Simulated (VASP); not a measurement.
# Tm2GeF2 (P4/mmm) in VASP: a series of runs

The runs below take Tm2GeF2 through single point, relaxation of cell and atoms, with PBE.

Program: VASP 6.6.1. These are calculated values, not measurements. Logs are shortened: lines on timing, memory, paths and dates and some standing lists are left out, and cuts for length are marked.

## 1. The cell of the first run

Symmetry: P4/mmm, No. 123, tetragonal system. The conventional cell has a = 4.866 Å, b = 4.866 Å, c = 4.245 Å, α = 90.00°, β = 90.00°, γ = 90.00°. Within 3.3 Å of Tm (site symmetry mmm) lie 6 F at 2.43 to 3.23 Å and 4 Ge at 3.23 Å. Ge (site symmetry 4/mmm) has 2 F at 2.12 Å within 2.8 Å. Within 4.3 Å of F (site symmetry 4/mmm) lie 8 Tm at 3.23 Å and 4 Ge at 3.44 Å and 10 F at 4.04 to 4.25 Å. Within 2.8 Å of F (site symmetry 4/mmm) lie 2 Ge at 2.12 Å and 4 Tm at 2.43 Å.

The cell was generated, and may not be a known phase.

## 2. Single point, PBE

INCAR reads:

```
  PREC = Accurate
  ENCUT = 600
  EDIFF = 1E-6
  ISMEAR = 0
  SIGMA = 0.15
  LREAL = F
  LASPH = T
  NELM = 200
  ALGO = Normal
  ISIF = 2
  LWAVE = F
  LCHARG = T
  GGA = PE
  LELF = T
  LVHAR = T
  NBANDS = 31
  GGA_COMPAT = F
  LMAXMIX = 6
```

KPOINTS reads:

```
Automatic mesh
0
Gamma
  3 3 3
```

POSCAR reads:

```
Tm2GeF2
1.0
    4.8658967536      0.0000000000      0.0000000000
    0.0000000000      4.8658967536      0.0000000000
    0.0000000000      0.0000000000      4.2454128770
Tm Ge F
2 1 2
Direct
    0.0000000000      0.5000000000      0.5000000000
    0.5000000000      0.0000000000      0.5000000000
    0.5000000000      0.5000000000      0.0000000000
    0.0000000000      0.0000000000      0.0000000000
    0.5000000000      0.5000000000      0.5000000000
```

Potentials or basis: VASP PAW PBE potentials, release 64 (Tm_3, Ge_d, F), 4f in core.

Started as:

```bash
> cat potpaw_PBE.64/Tm_3/POTCAR potpaw_PBE.64/Ge_d/POTCAR potpaw_PBE.64/F/POTCAR > POTCAR
> mpirun -np 1 vasp_std > vasp.out
```

OUTCAR:

```text
PREC = Accurate
   ENCUT = 600
   EDIFF = 1E-6
   ISMEAR = 0
   LREAL = F
   LASPH = T
   NELM = 200
   ISIF = 2
   GGA = PE

 ion  position               nearest neighbor table
   1  0.000  0.500  0.500-   5 2.43   5 2.43   3 3.23   3 3.23   3 3.23   3 3.23   2 3.44   2 3.44
                             2 3.44   2 3.44
   2  0.500  0.000  0.500-   5 2.43   5 2.43   3 3.23   3 3.23   3 3.23   3 3.23   1 3.44   1 3.44
                             1 3.44   1 3.44
   3  0.500  0.500  0.000-   5 2.12   5 2.12   1 3.23   1 3.23   2 3.23   2 3.23   2 3.23   2 3.23
                             1 3.23   1 3.23
   4  0.000  0.000  0.000-
   5  0.500  0.500  0.500-   3 2.12   3 2.12   1 2.43   2 2.43   2 2.43   1 2.43

  LATTYP: Found a simple tetragonal cell.
 ALAT       =     4.8658967536
 C/A-ratio  =     0.8724831397

  Lattice vectors:

 A1 = (   4.8658967536,   0.0000000000,   0.0000000000)
 A2 = (   0.0000000000,   4.8658967536,   0.0000000000)
 A3 = (   0.0000000000,   0.0000000000,   4.2454128770)

Analysis of symmetry for initial positions (statically):
=====================================================================
 Subroutine PRICEL returns:
 Original cell was already a primitive cell.

 Routine SETGRP: Setting up the symmetry group for a
 simple tetragonal supercell.

 Subroutine GETGRP returns: Found 16 space group operations
 (whereof 16 operations were pure point group operations)
 out of a pool of 16 trial point group operations.

The static configuration has the point symmetry D_4h.

Analysis of symmetry for dynamics (positions and initial velocities):
=====================================================================
 Subroutine PRICEL returns:
 Original cell was already a primitive cell.

 Routine SETGRP: Setting up the symmetry group for a
 simple tetragonal supercell.

 Subroutine GETGRP returns: Found 16 space group operations
 (whereof 16 operations were pure point group operations)
 out of a pool of 16 trial point group operations.

The dynamic configuration has the point symmetry D_4h.

 Subroutine INISYM returns: Found 16 space group operations
 (whereof 16 operations are pure point group operations),
 and found     1 'primitive' translations

----------------------------------------------------------------------------------------

                                     Primitive cell

  volume of cell :     100.5184

  direct lattice vectors                    reciprocal lattice vectors
     4.865896754  0.000000000  0.000000000     0.205511964  0.000000000  0.000000000
     0.000000000  4.865896754  0.000000000     0.000000000  0.205511964  0.000000000
     0.000000000  0.000000000  4.245412877     0.000000000  0.000000000  0.235548350

  length of vectors
     4.865896754  4.865896754  4.245412877     0.205511964  0.205511964  0.235548350

  position of ions in fractional coordinates (direct lattice)
     0.000000000  0.500000000  0.500000000
     0.500000000  0.000000000  0.500000000
     0.500000000  0.500000000  0.000000000
     0.000000000  0.000000000  0.000000000
     0.500000000  0.500000000  0.500000000

  ion indices of the primitive-cell ions
   primitive index   ion index
                 1           1
                 2           2
                 3           3
                 4           4
                 5           5

----------------------------------------------------------------------------------------

 KPOINTS: Automatic mesh

Automatic generation of k-mesh.
 Grid dimensions read from file:
 generate k-points for:    3    3    3

 Generating k-lattice:

  Cartesian coordinates                     Fractional coordinates (reciprocal lattice)
     0.068503988  0.000000000  0.000000000     0.333333333  0.000000000  0.000000000
     0.000000000  0.068503988  0.000000000     0.000000000  0.333333333  0.000000000
     0.000000000  0.000000000  0.078516117     0.000000000  0.000000000  0.333333333

  Length of vectors
     0.068503988  0.068503988  0.078516117

  Shift w.r.t. Gamma in fractional coordinates (k-lattice)
     0.000000000  0.000000000  0.000000000

 Subroutine IBZKPT returns following result:
 ===========================================

 Found      6 irreducible k-points:

 Following reciprocal coordinates:
            Coordinates               Weight
  0.000000  0.000000  0.000000      1.000000
  0.333333  0.000000  0.000000      4.000000
  0.333333  0.333333  0.000000      4.000000
  0.000000  0.000000  0.333333      2.000000
  0.333333  0.000000  0.333333      8.000000
  0.333333  0.333333  0.333333      8.000000
   k-points           NKPTS =      6   k-points in BZ     NKDIM =      6   number of bands    NBANDS=     31
   number of dos      NEDOS =    301   number of ions     NIONS =      5
   total plane-waves  NPLWV =  57600
   dimension x,y,z NGX =    40 NGY =   40 NGZ =   36
   dimension x,y,z NGXF=    80 NGYF=   80 NGZF=   72
   ions per type =               2   1   2
   NGX,Y,Z   is equivalent  to a cutoff of  13.67, 13.67, 14.10 a.u.
   NGXF,Y,Z  is equivalent  to a cutoff of  27.33, 27.33, 28.19 a.u.
 SYSTEM =  unknown system
   PREC   = accura    normal or accurate (medium, high low for compatibility)
   ISTART =      0    job   : 0-new  1-cont  2-samecut
   ICHARG =      2    charge: 1-file 2-atom 10-const
   ISPIN  =      1    spin polarized calculation?
   LNONCOLLINEAR =      F non collinear calculations
   LSORBIT =      F    spin-orbit coupling
   LASPH  =      T    aspherical Exc in radial PAW
   ENCUT  =  600.0 eV  44.10 Ry    6.64 a.u.   9.72  9.72  8.48*2*pi/ulx,y,z
   NELM   =    200;   NELMIN=  2; NELMDL= -5     # of ELM steps
   EDIFF  = 0.1E-05   stopping-criterion for ELM
   LREAL  =      F    real-space projection
[... 7 lines left out ...]
   TEBEG  =    0.0;   TEEND  =   0.0 temperature during run
   PSTRESS=    0.0 pullay stress
   NELECT =      46.0000    total number of electrons
   NUPDOWN=      -1.0000    fix difference up-down
   EMIN   =  10.00;   EMAX   =-10.00  energy-range for DOS
   EFERMI =   0.00;   METHOD = LEGACY
   ISMEAR =     0;   SIGMA  =   0.15  broadening in eV -4-tet -1-fermi 0-gaus
   EFERMI_NEDOS =   21; number of points for ismear=-14 and -15
   IALGO  =     38    algorithm
   IMIX   =      4    mixing-type and parameters
     AMIX     =   0.40;   BMIX     =  1.00
     AMIX_MAG =   1.60;   BMIX_MAG =  1.00
  volume/ion in A,a.u.               =      20.10       135.67
  Fermi-wavevector in a.u.,A,eV,Ry     =   1.261572  2.384026 21.654558  1.591565
  Thomas-Fermi vector in A             =   2.395025
   LORBIT       =      0    0 simple, 1 ext, 2 COOP (PROOUT), +10 PAW based schemes
   GGA     = PE    functional components
   LHFCALC =     F    Hartree Fock is set to
   AEXX    =    0.0000 exact exchange contribution
   IVDW    =     0    specifies the selected vdW correction
   LEPSILON=     F    determine dielectric tensor
   LRPA    =     F    only Hartree local field effects (RPA)
 non-spin polarized calculation
 Gauss-broadening in eV      SIGMA  =   0.15
  energy-cutoff  :      600.00
  volume of cell :      100.52
 maximum number of plane-waves:      3381
 NGX is ok and might be reduce to    40
   NGX = 19   NGY = 19   NGZ = 17

 number of electron      45.9999993 magnetization

 Free energy of the ion-electron system (eV)
  ---------------------------------------------------
  ext. energy  EPLUGINS =         0.00000000
  ---------------------------------------------------
  free energy    TOTEN  =       -22.22220187 eV

  energy without entropy =      -22.18851409  energy(sigma->0) =      -22.20535798

 E-fermi :   3.8112     XC(G=0):  -9.9708

 val. band max:        3.6091919216   @ k =   0.3333   0.3333   0.3333
 cond. band min:       3.8295784640   @ k =   0.3333   0.3333   0.0000
 fundamental gap:      0.2203865423
 Fermi energy:         3.8111669331

 k-point     1 :       0.0000    0.0000    0.0000
  band No.  band energies     occupation
      1     -24.2040      2.00000
      2     -23.1260      2.00000
      3     -23.1260      2.00000
      4     -22.8733      2.00000
      5     -22.8035      2.00000
      6     -22.7330      2.00000
[... 23 lines left out ...]
     30       7.2513      0.00000
     31       7.2758      0.00000

 k-point     2 :       0.3333    0.0000    0.0000
  band No.  band energies     occupation
      1     -24.5518      2.00000
      2     -23.0756      2.00000
      3     -22.8562      2.00000
      4     -22.8376      2.00000
      5     -22.8214      2.00000
      6     -22.7861      2.00000
[... 23 lines left out ...]
     30       6.6088      0.00000
     31       6.7063      0.00000

 k-point     3 :       0.3333    0.3333    0.0000
  band No.  band energies     occupation
      1     -24.8176      2.00000
      2     -22.9497      2.00000
      3     -22.8919      2.00000
      4     -22.8478      2.00000
      5     -22.8304      2.00000
      6     -22.6723      2.00000
[... 23 lines left out ...]
     30       7.4558      0.00000
     31       7.6051      0.00000

 k-point     4 :       0.0000    0.0000    0.3333
  band No.  band energies     occupation
      1     -24.1094      2.00000
      2     -23.1264      2.00000
      3     -23.1264      2.00000
      4     -22.9060      2.00000
      5     -22.8284      2.00000
      6     -22.7315      2.00000
[... 23 lines left out ...]
     30       7.7210      0.00000
     31       8.0231      0.00000

 k-point     5 :       0.3333    0.0000    0.3333
  band No.  band energies     occupation
      1     -24.4811      2.00000
      2     -23.0764      2.00000
      3     -22.8849      2.00000
      4     -22.8460      2.00000
      5     -22.8311      2.00000
      6     -22.7841      2.00000
[... 23 lines left out ...]
     30       6.6791      0.00000
     31       6.7771      0.00000

 k-point     6 :       0.3333    0.3333    0.3333
  band No.  band energies     occupation
      1     -24.7567      2.00000
      2     -22.9435      2.00000
      3     -22.8900      2.00000
      4     -22.8732      2.00000
      5     -22.8537      2.00000
      6     -22.6707      2.00000
[... 23 lines left out ...]
     30       7.2707      0.00000
     31       7.7308      0.00000

------------------------ aborting loop because EDIFF is reached ----------------------------------------

  FORCE on cell =-STRESS in cart. coord.  units (eV):
  Direction    XX          YY          ZZ          XY          YZ          ZX
  --------------------------------------------------------------------------------------
  -------------------------------------------------------------------------------------
  Total        0.1838617      0.1838617      0.3890814      0.0000000      0.0000000      0.0000000
  in kB        2.9305972      2.9305972      6.2016231      0.0000000      0.0000000      0.0000000
  external PRESSURE =       4.0209392 kB  Pullay stress =       0.0000000 kB

 VOLUME and BASIS-vectors are now :
 -----------------------------------------------------------------------------
  energy-cutoff  :      600.00
  volume of cell :      100.52
      direct lattice vectors                 reciprocal lattice vectors
     4.865896754  0.000000000  0.000000000     0.205511964  0.000000000  0.000000000
     0.000000000  4.865896754  0.000000000     0.000000000  0.205511964  0.000000000
     0.000000000  0.000000000  4.245412877     0.000000000  0.000000000  0.235548350

 POSITION                                       TOTAL-FORCE (eV/Angst)
 -----------------------------------------------------------------------------------
      0.00000      2.43295      2.12271         0.000000      0.000000      0.000000
      2.43295      0.00000      2.12271         0.000000      0.000000      0.000000
      2.43295      2.43295      0.00000         0.000000      0.000000      0.000000
      0.00000      0.00000      0.00000         0.000000      0.000000      0.000000
      2.43295      2.43295      2.12271         0.000000      0.000000      0.000000
 -----------------------------------------------------------------------------------
    total drift:                               -0.000000     -0.000000     -0.000000

  FREE ENERGIE OF THE ION-ELECTRON SYSTEM (eV)
  ---------------------------------------------------
  free  energy   TOTEN  =       -22.2222018745 eV

  energy  without entropy=      -22.1885140928  energy(sigma->0) =      -22.20535798
```

Run time: 20 s. Hardware: 1 thread of Intel Xeon 6975P-C (Granite Rapids), shared host; peak memory 0.23 GiB.

What came out:

```yaml
Free_energy: -22.2222 eV
Pressure: 0.4 GPa
Band_gap_on_the_k_mesh: zero (bands 23 and 24 overlap by 1.05 eV)
```

Levels at points of the mesh, in eV from the Fermi level:
```tsv
k point	band 20	band 21	band 22	band 23	band 24	band 25	band 26	band 27
(0.00, 0.00, 0.00)	-3.99	-1.95	-0.97	0.23	0.30	0.30	0.83	0.83
```

Caveat: the k points lie up to 0.49 Å⁻¹ apart, too coarse for converged energies and pressures of a metal; spin-orbit coupling is left out, which moves the levels of the heavy elements; the 4f electrons are frozen in the core, so they carry no moment and show no levels; the run has no spin polarisation, though such a crystal can be magnetic.

## 3. Relaxation of cell and atoms, PBE

This run uses another cell than the first one, of 20.59 Å³/atom.

INCAR reads:

```
PREC = Accurate
ENCUT = 600
EDIFF = 1E-7
ISMEAR = 0
SIGMA = 0.15
LREAL = F
LASPH = T
NELM = 200
ALGO = Normal
ISIF = 3
LWAVE = F
LCHARG = F
GGA = PE
IBRION = 2
NSW = 36
EDIFFG = -0.08
GGA_COMPAT = F
NELMIN = 4
LMAXMIX = 6
```

KPOINTS is that of step 2.

POSCAR, as its differences from that of step 2:

```diff
@@ -2,5 +2,5 @@
 1.0
-    4.8658967536      0.0000000000      0.0000000000
-    0.0000000000      4.8658967536      0.0000000000
-    0.0000000000      0.0000000000      4.2454128770
+    5.0547883500      0.0000000000      0.0000000000
+    0.0000000000      5.0547883500      0.0000000000
+    0.0000000000      0.0000000000      4.0299316000
 Tm Ge F
```

Potentials or basis: VASP PAW PBE potentials, release 64 (Tm_3, Ge_d, F), 4f in core.

Started as:

```bash
> cat potpaw_PBE.64/Tm_3/POTCAR potpaw_PBE.64/Ge_d/POTCAR potpaw_PBE.64/F/POTCAR > POTCAR
> mpirun -np 1 vasp_std > vasp.out
```

It took 65 s on 1 thread of Intel Xeon 6975P-C (Granite Rapids), shared host; peak memory 0.24 GiB.

The run converged. Its results:

| Item | Value |
| --- | --- |
| Free energy | -22.2258 eV |
| Relaxed volume | 20.17 Å³/atom |
| Relaxed cell | a = 4.863 Å, b = 4.863 Å, c = 4.265 Å, α = 90.00°, β = 90.00°, γ = 90.00° |
| Space group after relaxing (to 0.1 Å) | P4/mmm (No. 123) |
| Energy gained by relaxing | 36.7 meV/atom |
| Ionic steps | 6 |
| Pressure after relaxing | 0.1 GPa |
| Band gap on the k mesh | zero (bands 23 and 24 overlap by 1.09 eV) |

Stress tensor (GPa, compression positive):
```
 0.17  0.00  0.00
 0.00  0.17  0.00
 0.00  0.00 -0.05
```

Step by step:
```
step  energy change (eV)  largest force (eV/Å)  pressure (GPa)  volume (Å³)
   1              0.0000                0.0000            0.02       102.97
   2             -0.1513                0.0000           -0.73       102.89
   3             -0.1624                0.0000           -0.87       102.54
   4             -0.1786                0.0000           -0.83       102.74
   5             -0.1787                0.0000           -0.89       102.72
   6             -0.1833                0.0000            0.10       100.84
```

Final structure:
```xyz
5
Lattice="4.8626 0.0000 0.0000 0.0000 4.8626 0.0000 0.0000 0.0000 4.2646" Properties=species:S:1:pos:R:3 pbc="T T T"
Tm    0.0000    2.4313    2.1323
Tm    2.4313    0.0000    2.1323
Ge    2.4313    2.4313    0.0000
F     4.8627    0.0000    4.2646
F     2.4313    2.4313    2.1323
```

Levels at points of the mesh, in eV from the Fermi level:
| k point | band 19 | band 20 | band 21 | band 22 | band 23 | band 24 | band 25 | band 26 | band 27 |
| --- | --- | --- | --- | --- | --- | --- | --- | --- | --- |
| (0.00, 0.00, 0.00) | -4.00 | -3.97 | -1.96 | -0.97 | 0.27 | 0.31 | 0.31 | 0.82 | 0.82 |

Caveat: the k points lie up to 0.49 Å⁻¹ apart in the final cell, too coarse for converged energies and pressures of a metal; spin-orbit coupling is left out, which moves the levels of the heavy elements; the 4f electrons are frozen in the core, so they carry no moment and show no levels; the run has no spin polarisation, though such a crystal can be magnetic.

The gap in the log of VASP goes by the Fermi energy; the results here count the filled bands.